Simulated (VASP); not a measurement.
# HPbNO4 (P2_1/m) in VASP: further runs

HPbNO4 is run at these levels: PBEsol+D3(BJ), RPBE; tasks: single point.

Program: VASP 6.6.1. These are calculated values, not measurements. Logs are shortened: lines on timing, memory, paths and dates and some standing lists are left out, and cuts for length are marked.

## (1) The cell of the first run

The structure is monoclinic, space group P2_1/m (No. 11). Conventional cell: a = 6.739 Å, b = 4.048 Å, c = 7.762 Å, α = 90.00°, β = 115.13°, γ = 90.00°. Within 1.3 Å of H (site symmetry m) lie 1 O at 1.00 Å. Pb (site symmetry m) has 8 O at 2.41 to 2.98 Å and 3 H at 2.92 to 2.93 Å within 3.2 Å. Within 1.7 Å of N (site symmetry m) lie 3 O at 1.23 to 1.27 Å. Within 1.3 Å of O (site symmetry m) lie 1 H at 1.00 Å. O (site symmetry m) has 1 N at 1.23 Å within 1.7 Å. Within 1.7 Å of O (site symmetry m) lie 1 N at 1.26 Å. Within 1.7 Å of O (site symmetry m) lie 1 N at 1.27 Å.

## (2) Single point, PBEsol+D3(BJ)

Input file INCAR:

```
SYSTEM = HPbNO4
PREC     = Accurate       ! precision mode
ENCUT    = 520            ! plane-wave cutoff, eV
EDIFF    = 1E-6           ! SCF threshold, eV
ISMEAR   = -1             ! smearing method
SIGMA    = 0.05           ! smearing width, eV
LREAL    = .False.        ! projectors in reciprocal space
LASPH    = .True.         ! aspherical terms in the spheres
NELM     = 100            ! most SCF steps
ALGO     = Normal         ! electronic algorithm
ISIF     = 2              ! what is computed and relaxed
LWAVE    = .False.        ! write WAVECAR
LCHARG   = .False.        ! write CHGCAR
GGA      = PS             ! functional
IVDW     = 12             ! dispersion correction
NBANDS   = 57             ! bands
```

Input file KPOINTS:

```
regular mesh
0
Gamma
  3 5 3
  0 0 0
```

Input file POSCAR:

```
HPbNO4
1.0
    6.7389086128      0.0000000000     -0.0675533523
    0.0000000000      4.0478725617      0.0000000000
   -3.3725805121      0.0000000000      7.0621130529
H Pb N O
2 2 2 8
Direct
    0.2231102207      0.7500000000      0.5204540819
    0.7768897793      0.2500000000      0.4795459181
    0.2941829306      0.2500000000      0.2827668401
    0.7058170694      0.7500000000      0.7172331599
    0.2292548083      0.7500000000      0.8401860689
    0.7707451917      0.2500000000      0.1598139311
    0.3274405475      0.7500000000      0.4614411028
    0.4265754709      0.7500000000      0.8757633252
    0.1700205025      0.7500000000      0.9724015028
    0.0803379299      0.7500000000      0.6686851395
    0.6725594525      0.2500000000      0.5385588972
    0.5734245291      0.2500000000      0.1242366748
    0.8299794975      0.2500000000      0.0275984972
    0.9196620701      0.2500000000      0.3313148605
```

Potentials or basis: VASP PAW PBE potentials, release 64 (H, Pb_d, N, O).

On the command line:

```console
> cat potpaw_PBE.64/H/POTCAR potpaw_PBE.64/Pb_d/POTCAR potpaw_PBE.64/N/POTCAR potpaw_PBE.64/O/POTCAR > POTCAR
> mpirun -np 1 vasp_std > vasp.out
```

OUTCAR:

```text
SYSTEM = HPbNO4
   PREC = Accurate
   ENCUT = 520
   EDIFF = 1E-6
   ISMEAR = -1
   LREAL = .False.
   LASPH = .True.
   NELM = 100
   ISIF = 2
   GGA = PS
   IVDW = 12
 IVDW          = 12

 ion  position               nearest neighbor table
   1  0.223  0.750  0.520-   7 1.00
   2  0.777  0.250  0.480-  11 1.00
   3  0.294  0.250  0.283-   7 2.41   7 2.41  11 2.45  12 2.67  14 2.71  13 2.88   9 2.98   9 2.98
                             4 3.88   4 3.88
   4  0.706  0.750  0.717-  11 2.41  11 2.41   7 2.45   8 2.67  10 2.71   9 2.88  13 2.98  13 2.98
                             3 3.88   3 3.88
   5  0.229  0.750  0.840-   8 1.23   9 1.26  10 1.27
   6  0.771  0.250  0.160-  12 1.23  13 1.26  14 1.27
   7  0.327  0.750  0.461-   1 1.00   3 2.41   3 2.41   4 2.45
   8  0.427  0.750  0.876-   5 1.23   4 2.67
   9  0.170  0.750  0.972-   5 1.26   4 2.88   3 2.98   3 2.98
  10  0.080  0.750  0.669-   5 1.27   4 2.71
  11  0.673  0.250  0.539-   2 1.00   4 2.41   4 2.41   3 2.45
  12  0.573  0.250  0.124-   6 1.23   3 2.67
  13  0.830  0.250  0.028-   6 1.26   3 2.88   4 2.98   4 2.98
  14  0.920  0.250  0.331-   6 1.27   3 2.71

  LATTYP: Found a simple monoclinic cell.
 ALAT       =     6.7392471944
 B/A-ratio  =     0.6006416511
 C/A-ratio  =     1.1518312891
 COS(beta)  =    -0.4246127776

  Lattice vectors:

 A1 = (   6.7389086128,   0.0000000000,  -0.0675533523)
 A2 = (   0.0000000000,  -4.0478725617,   0.0000000000)
 A3 = (  -3.3663281007,   0.0000000000,  -6.9945597006)

Analysis of symmetry for initial positions (statically):
=====================================================================
 Subroutine PRICEL returns:
 Original cell was already a primitive cell.

 Routine SETGRP: Setting up the symmetry group for a
 simple monoclinic supercell.

 Subroutine GETGRP returns: Found  4 space group operations
 (whereof  2 operations were pure point group operations)
 out of a pool of  4 trial point group operations.

The static configuration has the point symmetry S_2 .
 The point group associated with its full space group is C_2h.

Analysis of symmetry for dynamics (positions and initial velocities):
=====================================================================
 Subroutine PRICEL returns:
 Original cell was already a primitive cell.

 Routine SETGRP: Setting up the symmetry group for a
 simple monoclinic supercell.

 Subroutine GETGRP returns: Found  4 space group operations
 (whereof  2 operations were pure point group operations)
 out of a pool of  4 trial point group operations.

The dynamic configuration has the point symmetry S_2 .
 The point group associated with its full space group is C_2h.

 Subroutine INISYM returns: Found  4 space group operations
 (whereof  2 operations are pure point group operations),
 and found     1 'primitive' translations

----------------------------------------------------------------------------------------

                                     Primitive cell

  volume of cell :     191.7198

  direct lattice vectors                    reciprocal lattice vectors
     6.738908613  0.000000000 -0.067553352     0.149105786  0.000000000  0.071206913
     0.000000000  4.047872562  0.000000000     0.000000000  0.247043350  0.000000000
    -3.372580512  0.000000000  7.062113053     0.001426286  0.000000000  0.142281815

  length of vectors
     6.739247194  4.047872562  7.826093539     0.165236073  0.247043350  0.142288964

  position of ions in fractional coordinates (direct lattice)
     0.223110221  0.750000000  0.520454082
     0.776889779  0.250000000  0.479545918
     0.294182931  0.250000000  0.282766840
     0.705817069  0.750000000  0.717233160
     0.229254808  0.750000000  0.840186069
     0.770745192  0.250000000  0.159813931
     0.327440547  0.750000000  0.461441103
     0.426575471  0.750000000  0.875763325
     0.170020503  0.750000000  0.972401503
     0.080337930  0.750000000  0.668685139
     0.672559453  0.250000000  0.538558897
     0.573424529  0.250000000  0.124236675
     0.829979497  0.250000000  0.027598497
     0.919662070  0.250000000  0.331314861

  ion indices of the primitive-cell ions
   primitive index   ion index
                 1           1
                 2           2
[... 28 lines left out ...]
  Length of vectors
     0.055078691  0.049408670  0.047429655

  Shift w.r.t. Gamma in fractional coordinates (k-lattice)
     0.000000000  0.000000000  0.000000000

 Subroutine IBZKPT returns following result:
 ===========================================

 Found     15 irreducible k-points:

 Following reciprocal coordinates:
            Coordinates               Weight
  0.000000  0.000000  0.000000      1.000000
  0.333333  0.000000  0.000000      2.000000
  0.000000  0.200000  0.000000      2.000000
  0.333333  0.200000  0.000000      4.000000
  0.000000  0.400000  0.000000      2.000000
  0.333333  0.400000  0.000000      4.000000
 -0.000000  0.000000  0.333333      2.000000
  0.333333  0.000000  0.333333      2.000000
 -0.333333  0.000000  0.333333      2.000000
 -0.000000  0.200000  0.333333      4.000000
  0.333333  0.200000  0.333333      4.000000
 -0.333333  0.200000  0.333333      4.000000
 -0.000000  0.400000  0.333333      4.000000
  0.333333  0.400000  0.333333      4.000000
 -0.333333  0.400000  0.333333      4.000000
   k-points           NKPTS =     15   k-points in BZ     NKDIM =     15   number of bands    NBANDS=     57
   number of dos      NEDOS =    301   number of ions     NIONS =     14
   total plane-waves  NPLWV =  90000
   dimension x,y,z NGX =    50 NGY =   30 NGZ =   60
   dimension x,y,z NGXF=   100 NGYF=   60 NGZF=  120
   ions per type =               2   2   2   8
   NGX,Y,Z   is equivalent  to a cutoff of  12.33, 12.32, 12.75 a.u.
   NGXF,Y,Z  is equivalent  to a cutoff of  24.67, 24.64, 25.49 a.u.
 SYSTEM =  HPbNO4
   PREC   = accura    normal or accurate (medium, high low for compatibility)
   ISTART =      0    job   : 0-new  1-cont  2-samecut
   ICHARG =      2    charge: 1-file 2-atom 10-const
   ISPIN  =      1    spin polarized calculation?
   LNONCOLLINEAR =      F non collinear calculations
   LSORBIT =      F    spin-orbit coupling
   LASPH  =      T    aspherical Exc in radial PAW
   ENCUT  =  520.0 eV  38.22 Ry    6.18 a.u.  12.53  7.53 14.55*2*pi/ulx,y,z
   NELM   =    100;   NELMIN=  2; NELMDL= -5     # of ELM steps
   EDIFF  = 0.1E-05   stopping-criterion for ELM
   LREAL  =      F    real-space projection
   EDIFFG = 0.1E-04   stopping-criterion for IOM
   NSW    =      0    number of steps for IOM
   IBRION =     -1    ionic relax: 0-MD 1-quasi-New 2-CG
   NFREE  =      0    steps in history (QN), initial steepest desc. (CG)
   ISIF   =      2    stress and relaxation
   ISYM   =      2    0-nonsym 1-usesym 2-fastsym
   POTIM  = 0.5000    time-step for ionic-motion
   TEBEG  =    0.0;   TEEND  =   0.0 temperature during run
   PSTRESS=    0.0 pullay stress
   NELECT =      88.0000    total number of electrons
   NUPDOWN=      -1.0000    fix difference up-down
   EMIN   =  10.00;   EMAX   =-10.00  energy-range for DOS
   EFERMI =   0.00;   METHOD = LEGACY
   ISMEAR =    -1;   SIGMA  =   0.05  broadening in eV -4-tet -1-fermi 0-gaus
   EFERMI_NEDOS =   21; number of points for ismear=-14 and -15
   IALGO  =     38    algorithm
   IMIX   =      4    mixing-type and parameters
     AMIX     =   0.40;   BMIX     =  1.00
     AMIX_MAG =   1.60;   BMIX_MAG =  1.00
  volume/ion in A,a.u.               =      13.69        92.41
  Fermi-wavevector in a.u.,A,eV,Ry     =   1.262835  2.386413 21.697933  1.594753
  Thomas-Fermi vector in A             =   2.396223
   LORBIT       =      0    0 simple, 1 ext, 2 COOP (PROOUT), +10 PAW based schemes
   GGA     = PS    functional components
   LHFCALC =     F    Hartree Fock is set to
   AEXX    =    0.0000 exact exchange contribution
   IVDW    =    12    specifies the selected vdW correction
   LEPSILON=     F    determine dielectric tensor
   LRPA    =     F    only Hartree local field effects (RPA)
 non-spin polarized calculation
  energy-cutoff  :      520.00
  volume of cell :      191.72
 maximum number of plane-waves:      5191
 NGX is ok and might be reduce to    50
   NGX = 25   NGY = 15   NGZ = 29

 number of electron      87.9999978 magnetization

 Free energy of the ion-electron system (eV)
  ---------------------------------------------------
  ext. energy  EPLUGINS =         0.00000000
  ---------------------------------------------------
  free energy    TOTEN  =       -84.80185789 eV

  energy without entropy =      -84.80185789  energy(sigma->0) =      -84.80185789

 E-fermi :   2.3716     XC(G=0):  -9.0539

 val. band max:        1.2330547125   @ k =  -0.3333   0.0000   0.3333
 cond. band min:       4.1528429238   @ k =  -0.0000   0.2000   0.3333
 fundamental gap:      2.9197882112
 Fermi energy:         2.3716097149

 k-point     1 :       0.0000    0.0000    0.0000
  band No.  band energies     occupation
      1     -24.8895      2.00000
      2     -24.8177      2.00000
      3     -19.5090      2.00000
      4     -19.3845      2.00000
      5     -19.1097      2.00000
      6     -19.0308      2.00000
[... 874 lines left out ...]
     55      10.0283      0.00000
     56      10.1442      0.00000
 [bands above 56 left out]

------------------------ aborting loop because EDIFF is reached ----------------------------------------

 Edisp (eV)   -1.20046

 E8    (eV) :    -0.6918

  FORCE on cell =-STRESS in cart. coord.  units (eV):
  Direction    XX          YY          ZZ          XY          YZ          ZX
  --------------------------------------------------------------------------------------
  -------------------------------------------------------------------------------------
  Total       1.95019    -0.29452     1.36756     0.00000     0.00000    -0.03225
  in kB      16.29746    -2.46126    11.42848     0.00000     0.00000    -0.26950
  external pressure =        8.42 kB  Pullay stress =        0.00 kB

 VOLUME and BASIS-vectors are now :
 -----------------------------------------------------------------------------
  energy-cutoff  :      520.00
  volume of cell :      191.72
      direct lattice vectors                 reciprocal lattice vectors
     6.738908613  0.000000000 -0.067553352     0.149105786  0.000000000  0.071206913
     0.000000000  4.047872562  0.000000000     0.000000000  0.247043350  0.000000000
    -3.372580512  0.000000000  7.062113053     0.001426286  0.000000000  0.142281815

 POSITION                                       TOTAL-FORCE (eV/Angst)
 -----------------------------------------------------------------------------------
     -0.25175      3.03590      3.66043        -0.106388      0.000000      0.045305
      3.61808      1.01197      3.33413         0.106388      0.000000     -0.045305
      1.02882      1.01197      1.97706         0.009996      0.000000     -0.017465
      2.33751      3.03590      5.01750        -0.009996      0.000000      0.017465
     -1.28867      3.03590      5.91800        -0.137940      0.000000     -0.027874
      4.65500      1.01197      1.07656         0.137940      0.000000      0.027874
      0.65034      3.03590      3.23663         0.078971      0.000000     -0.037574
     -0.07893      3.03590      6.15592         0.595426      0.000000      0.102601
     -2.13375      3.03590      6.85572        -0.303879      0.000000      0.334582
     -1.71380      3.03590      4.71690        -0.132102      0.000000     -0.405951
      2.71598      1.01197      3.75793        -0.078971      0.000000      0.037574
      3.44526      1.01197      0.83864        -0.595426      0.000000     -0.102601
      5.50008      1.01197      0.13884         0.303879      0.000000     -0.334582
      5.08013      1.01197      2.27766         0.132102      0.000000      0.405951
 -----------------------------------------------------------------------------------
    total drift:                                0.000000     -0.000000     -0.000000

  FREE ENERGIE OF THE ION-ELECTRON SYSTEM (eV)
  ---------------------------------------------------
  free  energy   TOTEN  =       -86.0023158805 eV

  energy  without entropy=      -86.0023158804  energy(sigma->0) =      -86.00231588
```

Run time: 3.7 min. Hardware: 1 thread of Oxide Virtual Turin-like, shared host; peak memory 0.33 GiB.

What came out:

```
Free energy                : -86.0023 eV
Pressure                   : 0.8 GPa
Largest force              : 0.604 eV/Å
Band gap on the k mesh     : 2.92 eV, indirect (least direct gap 3.06 eV)
Dispersion energy per atom : -0.086 eV
```

Forces in eV/Å, atoms in the order of the input:
```
H   -0.106  0.000  0.045
H    0.106  0.000 -0.045
Pb   0.010  0.000 -0.017
Pb  -0.010  0.000  0.017
N   -0.138  0.000 -0.028
N    0.138  0.000  0.028
O    0.079  0.000 -0.038
O    0.595  0.000  0.103
O   -0.304  0.000  0.335
O   -0.132  0.000 -0.406
O   -0.079  0.000  0.038
O   -0.595  0.000 -0.103
O    0.304  0.000 -0.335
O    0.132  0.000  0.406
```

Caveat: the standard files for N, O and F lose accuracy on very short bonds; the PAW data sets were made with another functional, which shifts forces and pressure a little; spin-orbit coupling is left out, which moves the levels of the heavy elements. A k mesh can miss the band edges.

## (3) Single point, RPBE

This run uses another cell than the first one, of 16.73 Å³/atom, 1.221 times its volume.

Input file INCAR:

```
SYSTEM = HPbNO4
PREC = Accurate
ENCUT = 520
EDIFF = 1E-7
ISMEAR = -1
SIGMA = 0.05
LREAL = .False.
LASPH = .True.
NELM = 100
ALGO = Normal
ISIF = 2
LWAVE = .False.
LCHARG = .False.
GGA = RP
NBANDS = 57
```

Input file KPOINTS:

```
Automatic mesh
0
Gamma
  3 5 3
  0 0 0
```

Input file POSCAR:

```
HPbNO4
1.0
    7.0018737250      0.0000000000     -0.1175587152
    0.0000000000      4.3844956398      0.0000000000
   -3.5537175365      0.0000000000      7.6870555291
H Pb N O
2 2 2 8
Direct
    0.2231504958      0.7500000000      0.4792791302
    0.7768495042      0.2500000000      0.5207208698
    0.3116599791      0.2500000000      0.2871030549
    0.6883400209      0.7500000000      0.7128969451
    0.1891185810      0.7500000000      0.8234311449
    0.8108814190      0.2500000000      0.1765688551
    0.3350378103      0.7500000000      0.4394137056
    0.3792063647      0.7500000000      0.8506829253
    0.1370796824      0.7500000000      0.9501121622
    0.0405913146      0.7500000000      0.6651615837
    0.6649621897      0.2500000000      0.5605862944
    0.6207936353      0.2500000000      0.1493170747
    0.8629203176      0.2500000000      0.0498878378
    0.9594086854      0.2500000000      0.3348384163
```

Potentials or basis: VASP PAW PBE potentials, release 64 (H, Pb_d, N, O).

On the command line:

```console
> cat potpaw_PBE.64/H/POTCAR potpaw_PBE.64/Pb_d/POTCAR potpaw_PBE.64/N/POTCAR potpaw_PBE.64/O/POTCAR > POTCAR
> mpirun -np 1 vasp_std > vasp.out
```

Wall time 6.3 min (1 thread of Oxide Virtual Turin-like, shared host); peak memory 0.41 GiB.

The run converged. Its results:

```yaml
Free_energy: -77.6123 eV
Pressure: 0.5 GPa
Largest_force: 0.427 eV/Å
Band_gap_on_the_k_mesh: 3.24 eV, indirect (least direct gap 3.28 eV)
```

Forces in eV/Å, atoms in the order of the input:
```
H   -0.089  0.000  0.030
H    0.089  0.000 -0.030
Pb   0.017  0.000 -0.005
Pb  -0.017  0.000  0.005
N   -0.083  0.000 -0.041
N    0.083  0.000  0.041
O    0.072  0.000 -0.025
O    0.423  0.000  0.056
O   -0.213  0.000  0.254
O   -0.110  0.000 -0.270
O   -0.072  0.000  0.025
O   -0.423  0.000 -0.056
O    0.213  0.000 -0.254
O    0.110  0.000  0.270
```

Stress tensor (GPa, compression positive):
```
 0.93  0.00 -0.06
 0.00 -0.17  0.00
-0.06  0.00  0.61
```

Levels at points of the mesh, in eV from the valence-band top:
| k point | band 40 | band 41 | band 42 | band 43 | band 44 | band 45 | band 46 | band 47 | band 48 | band 49 |
| --- | --- | --- | --- | --- | --- | --- | --- | --- | --- | --- |
| (0.00, 0.00, 0.00) | -1.28 | -1.15 | -0.33 | -0.08 | 0.00 | 3.48 | 3.97 | 4.20 | 4.29 | 5.51 |

Caveat: the standard files for N, O and F lose accuracy on very short bonds; the PAW data sets were made with another functional, which shifts forces and pressure a little; spin-orbit coupling is left out, which moves the levels of the heavy elements. RPBE gaps usually lie below the measured ones, often by a third to a half.
